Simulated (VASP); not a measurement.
The system is TaN.

```
Ta N
1.0
    -0.04358    2.15721    2.15721
     2.15721   -0.04358    2.15721
     2.15721    2.15721   -0.04358
Ta N
1 1
Direct
  0.50000 0.50000 0.50000
  0.00000 0.00000 0.00000
```

This cell differs from its parent crystal: equal xy, yz and zx shear strains of -2 %.

Base run:

```yaml
Program: VASP 6.6.1
Functional: PBEsol
Potentials_or_basis: VASP PAW PBE potentials, release 64 (Ta_pv, N)
Cutoff: 520 eV
k_mesh: 9 × 9 × 9
Occupations: fermi-dirac, width 0.02 eV
Spin: no spin polarisation
```

Its results: band gap on the k mesh zero (band 8 reaches 11.36 eV, above the bottom of band 9 at 7.31 eV); pressure 5.6 GPa.

Problem. The run is repeated on the same cell with these changes: potentials or basis from VASP PAW PBE potentials, release 64 (Ta_pv, N) to VASP PAW PBE potentials, release 64 (Ta_sv_GW, N); further incar settings from ALGO = Normal; EDIFF = 1e-08; NBANDS = 15 to ALGO = Normal; EDIFF = 1e-08; NBANDS = 16; valence electrons from 16 to 18. What comes out?

Solution. Band gap on the k mesh zero (band 9 reaches 15.74 eV, above the bottom of band 10 at 11.70 eV); pressure 4.3 GPa.

Caveats: the PAW data sets were made with another functional, which shifts forces and pressure a little; spin-orbit coupling is left out, which moves the levels of the heavy elements.
